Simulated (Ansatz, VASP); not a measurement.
**Au in VASP and in Ansatz**

```xyz
2
Lattice="2.9725 0.0000 0.0000 -1.4862 2.5743 0.0000 0.0000 0.0000 4.8800" Properties=species:S:1:pos:R:3 pbc="T T T"
Au    0.0000    1.7162    3.6600
Au    1.4862    0.8581    1.2200
```

Change from the starting cell: strain +0.025 along x and y, +0.000 along z, atoms carried along.

Alike in both runs: task single point; functional PBEsol; k mesh 18 × 18 × 10; occupations gaussian, width 0.15 eV; no spin polarisation.

|  | VASP | Ansatz |
| --- | --- | --- |
| version | VASP 6.6.1 | Ansatz 0.2.0 |
| potentials or method | VASP PAW PBE potentials, release 64 (Au), cutoff 520 eV | scalar-relativistic, plane waves, PAW |
| valence electrons in the cell | 22 | 38 |

```csv
,VASP,Ansatz,Ansatz less VASP
gap on the k mesh at the Fermi level (eV),none,none,-
pressure (GPa),-12.2,-12.1,+0.16
"traceless stress, the component that is largest in VASP (GPa)",0.84,0.85,+0.011
```

VASP's potentials were made for PBE, not for PBEsol. A gap of «none» marks a metal or a gap that the smearing closes. VASP's potentials hold 22 valence electrons a cell and Ansatz's 38, so a difference there can come from the potentials and not from the codes.

Spin-orbit coupling is off throughout.
